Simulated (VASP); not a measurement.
Pt: single point with PBE

Crystal: Pt.

```
Pt
1.0
     0.00000    2.96498    2.96498
     2.96498    0.00000    2.96498
     2.96498    2.96498    0.00000
Pt
2
Direct
  0.12500 0.12500 0.12500
  0.87500 0.87500 0.87500
```

This isn't the form of Pt at room conditions, which is fcc.

```json
{
  "Program": "VASP 6.6.1",
  "Task": "single point",
  "Functional": "PBE",
  "Potentials or basis": "VASP PAW PBE potentials, release 64 (Pt)",
  "Cutoff": "520 eV",
  "k mesh": "11 × 11 × 11",
  "Occupations": "fermi-dirac, width 0.1 eV",
  "Spin": "no spin polarisation",
  "Dipole correction": "no",
  "Further INCAR settings": "ALGO = Normal; EDIFF = 1e-06; NBANDS = 17"
}
```

```yaml
Pressure: -7.3 GPa
Band_gap_on_the_k_mesh: zero (bands 10 and 11 overlap by 0.53 eV)
```

Levels at points of the mesh, in eV from the Fermi level:
```tsv
k point	band 6	band 7	band 8	band 9	band 10	band 11	band 12	band 13	band 14	band 15
(0.00, 0.00, 0.00)	-3.82	-1.61	-1.61	-1.61	-0.11	-0.11	9.92	10.34	10.89	10.89
```

It took 39 s on 1 thread of Intel Xeon 8259CL, with other jobs on the host, peak memory 0.2 GiB.

Caveat: the cell stands under tension; spin-orbit coupling is left out, which moves the levels of the heavy elements.
